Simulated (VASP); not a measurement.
SrCl2, 3 atoms in the cell. It takes space group Fm-3m (No. 225, cubic). The conventional cell has a = 7.134 Å, b = 7.134 Å, c = 7.134 Å, α = 90.00°, β = 90.00°, γ = 90.00°. Sr (site symmetry m-3m) has 8 Cl at 3.09 Å within 4.1 Å. Cl (site symmetry -43m) has 4 Sr at 3.09 Å and 6 Cl at 3.57 Å within 4.1 Å.  This cell differs from its parent crystal: volume scaled by 1.040.

```yaml
Program: VASP 6.6.1
Task: single point
Functional: PBE
Potentials_or_basis: VASP PAW PBE potentials, release 64 (Sr_sv, Cl)
Cutoff: 520 eV
k_mesh: 8 × 8 × 8
Occupations: gaussian, width 0.05 eV
Spin: no spin polarisation
Dipole_correction: no
Further_INCAR_settings: ALGO = Normal; EDIFF = 1e-07; NBANDS = 19
```

Potentials or basis: VASP PAW PBE potentials, release 64 (Sr_sv, Cl).

Run with:

```console
$ cat potpaw_PBE.64/Sr_sv/POTCAR potpaw_PBE.64/Cl/POTCAR > POTCAR
$ mpirun -np 1 vasp_std > vasp.out
```

Hardware: 1 thread of Intel(R) Xeon(R) Platinum 8259CL CPU @ 2.50GHz (Skylake/Cascade Lake), with other jobs on the host.

Task: Estimate the wall time of this run.

Result: It took 43 s on 1 thread of Intel(R) Xeon(R) Platinum 8259CL CPU @ 2.50GHz (Skylake/Cascade Lake), with other jobs on the host, peak memory 0.26 GiB. Counts: scf iterations 14, k points 29.
